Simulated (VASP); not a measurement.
A run of VASP 6.6.1:

INCAR

```
SYSTEM = Sn2Ir
  ALGO = Normal
  EDIFF = 1E-6
  ENCUT = 520
  ISIF = 2
  ISMEAR = -1
  LASPH = .TRUE.
  LCHARG = .FALSE.
  LREAL = .FALSE.
  LWAVE = .FALSE.
  NBANDS = 26
  NELM = 80
  PREC = Accurate
  SIGMA = 0.03
```

File KPOINTS:

```
k-points
0
G
  10 10 10
  0 0 0
```

POSCAR

```
Sn2Ir
1.0
    0.0000000000      3.1043083785      3.1043083785
    3.1043083785      0.0000000000      3.1043083785
    3.1043083785      3.1043083785      0.0000000000
Sn Ir
2 1
Direct
    0.2500000000      0.2500000000      0.2500000000
    0.7500000000      0.7500000000      0.7500000000
    0.0000000000      0.0000000000      0.0000000000
```

Potentials or basis: VASP PAW LDA potentials, release 64 (Sn_d, Ir).

Run with:

```sh
$ cat potpaw_LDA.64/Sn_d/POTCAR potpaw_LDA.64/Ir/POTCAR > POTCAR
$ mpirun -np 1 vasp_std > vasp.out
```

Hardware: 1 thread of AMD EPYC 7R43 64-Core Processor (Zen 3) (shared host).

Question: Estimate the wall time of this run.

Answer: Wall time 74 s on 1 thread of AMD EPYC 7R43 64-Core Processor (Zen 3), on a shared host, peak memory 0.17 GiB. Counts: scf iterations 12, k points 47.
